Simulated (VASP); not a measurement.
Wanted: the native input for a VASP 6.6.1 run.

```yaml
Task: single point
Functional: PBEsol
Potentials_or_basis: VASP PAW PBE potentials, release 64 (Na_pv, Li_sv)
Cutoff: 520 eV
k_mesh: 7 × 7 × 7
Occupations: fermi-dirac, width 0.05 eV
Spin: no spin polarisation
Dipole_correction: no
Further_INCAR_settings: ALGO = Normal; EDIFF = 1e-06; NBANDS = 22
```

The structure of NaLi2 (C15 type) lies in POSCAR:

```
NaLi2
1.0
    0.0000000000      4.2752996350      4.2752996350
    4.2752996350      0.0000000000      4.2752996350
    4.2752996350      4.2752996350      0.0000000000
Na Li
2 4
Direct
    0.1250000000      0.1250000000      0.1250000000
   -0.1250000000     -0.1250000000     -0.1250000000
    0.5000000000      0.5000000000      0.5000000000
    0.5000000000      0.5000000000      0.0000000000
    0.5000000000      0.0000000000      0.5000000000
    0.0000000000      0.5000000000      0.5000000000
```

The input as run:

INCAR

```
SYSTEM = NaLi2
PREC = Accurate
ENCUT = 520
EDIFF = 1E-6
ISMEAR = -1
SIGMA = 0.05
LREAL = .False.
LASPH = .True.
NELM = 80
ALGO = Normal
ISIF = 2
LWAVE = .False.
LCHARG = .False.
GGA = PS
NBANDS = 22
```

KPOINTS

```
Automatic mesh
0
Gamma
  7 7 7
  0 0 0
```

Potentials or basis: VASP PAW PBE potentials, release 64 (Na_pv, Li_sv).

Command:

```bash
$ cat potpaw_PBE.64/Na_pv/POTCAR potpaw_PBE.64/Li_sv/POTCAR > POTCAR
$ mpirun -np 1 vasp_std > vasp.out
```

Results of the run:

* Band gap on the k mesh: zero (band 13 reaches 1.50 eV, above the bottom of band 14 at -0.29 eV)

Wall time 46 s on 1 thread of AMD EPYC 9R45 96-Core Processor (Zen 5), with other jobs on the host, peak memory 0.29 GiB.
